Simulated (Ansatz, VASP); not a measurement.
# P in VASP and in Ansatz

The input POSCAR:

```
P
1.0
    4.6275012813      0.0000000000      0.0000000000
    0.0000000000      3.1601928496      0.0000000000
    0.0000000000      0.0000000000     27.8195791164
P
4
Direct
    0.0890957741      0.0000000000      0.3791396754
    0.4109042259      0.5000000000      0.3791396754
    0.5890957741      0.5000000000      0.3038325551
    0.9109042259      0.0000000000      0.3038325551
```

The input INCAR.step1:

```
ALGO = Normal
DIPOL = 0.5 0.5 0.341
EDIFF = 1E-4
ENCUT = 520
GGA = PE
IDIPOL = 3
ISMEAR = 0
LASPH = T
LCHARG = F
LDIPOL = T
LREAL = F
LWAVE = T
NBANDS = 18
NELM = 80
PREC = Accurate
SIGMA = 0.01
```

INCAR.step2

```
ALGO = Normal
DIPOL = 0.5 0.5 0.341
EDIFF = 1E-6
ENCUT = 520
IDIPOL = 3
ISIF = 2
ISMEAR = 0
ISTART = 1
LASPH = T
LCHARG = F
LDIPOL = T
LMIXTAU = T
LREAL = F
LWAVE = F
METAGGA = R2SCAN
NBANDS = 18
NELM = 80
PREC = Accurate
SIGMA = 0.01
```

KPOINTS

```
k-points
0
Gamma
  6 8 1
```

Input for Ansatz:

```yaml
crystal:
  lattice:
    - [4.6275012813, 0.0, 0.0]
    - [0.0, 3.1601928496, 0.0]
    - [0.0, 0.0, 27.8195791164]
  atoms:
    - { symbol: P, position: [0.0890957741, 0.0, 0.3791396754] }
    - { symbol: P, position: [0.4109042259, 0.5, 0.3791396754] }
    - { symbol: P, position: [0.5890957741, 0.5, 0.3038325551] }
    - { symbol: P, position: [0.9109042259, 0.0, 0.3038325551] }
  periodic: [true, true, false]
kpoints:
  mp_grid: { grid: [6, 8, 1] }
  band_path:
    path:
      - [0.0, 0.0, 0.0]
      - [0.5, 0.0, 0.0]
      - [0.5, 0.5, 0.0]
      - [0.0, 0.5, 0.0]
      - [0.0, -0.088542, 0.0]
    npoints: 1
hamiltonian:
  xc: r2scan
scf:
  occupations: { method: fixed }
  n_extra_bands: 5
output:
  forces: true
  stress: true
  eigenvalues: true
```

Change from the starting cell: uniaxial_y strain -4.0%.

Alike in both runs: task single point; functional r2SCAN; k mesh 6 × 8 × 1; no spin polarisation.

|  | VASP | Ansatz |
| --- | --- | --- |
| version | VASP 6.6.1 | Ansatz 0.2.0 |
| potentials or method | VASP PAW PBE potentials, release 64 (P) | plane waves, PAW |
| plane-wave cutoff (eV) | 520 | 500 |
| occupations | gaussian, width 0.01 eV | fixed |
| valence electrons in the cell | 20 | 20 |

|  | VASP | Ansatz | Ansatz less VASP |
| --- | --- | --- | --- |
| gap on the k mesh at the Fermi level (eV) | 0.89 | 0.86 | -0.032 |
| rms of the force components (eV/Å) | 0.066 | 0.002 | -0.0642 |

VASP's potentials were made for PBE, not for r2SCAN. Atom by atom the forces differ by 0.067 eV/Å (rms over components).
